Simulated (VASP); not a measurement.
TaN, 4 atoms in the cell. Symmetry: C2/m, No. 12, monoclinic system. The conventional cell has a = 4.375 Å, b = 4.375 Å, c = 4.375 Å, α = 90.00°, β = 90.00°, γ = 90.00°. Ta (site symmetry m) has 6 N at 2.16 to 2.22 Å and 12 Ta at 2.98 to 3.21 Å within 3.3 Å. N (site symmetry m) has 6 Ta at 2.16 to 2.22 Å and 12 N at 2.92 to 3.27 Å within 3.3 Å.  This cell differs from its parent crystal: atoms displaced along several vibrational modes.

* Program: VASP 6.6.1
* Task: single point
* Functional: PBEsol
* Potentials or basis: VASP PAW PBE potentials, release 64 (Ta_pv, N)
* Cutoff: 520 eV
* k mesh: 14 × 14 × 10
* Occupations: gaussian, width 0.15 eV
* Spin: no spin polarisation
* Dipole correction: no
* Further INCAR settings: ALGO = Normal; EDIFF = 1e-07; NBANDS = 24

Potentials or basis: VASP PAW PBE potentials, release 64 (Ta_pv, N).

Command:

```sh
$ cat potpaw_PBE.64/Ta_pv/POTCAR potpaw_PBE.64/N/POTCAR > POTCAR
$ mpirun -np 1 vasp_std > vasp.out
```

Hardware: 1 thread of Intel(R) Xeon(R) Platinum 8259CL CPU @ 2.50GHz (Skylake/Cascade Lake), with other jobs on the host.

**Question.** Estimate the wall time of this run.

**Answer.** Run time: 6.1 min on 1 thread of Intel(R) Xeon(R) Platinum 8259CL CPU @ 2.50GHz (Skylake/Cascade Lake) (shared host), peak memory 0.53 GiB. Counts: scf iterations 15, k points 534.
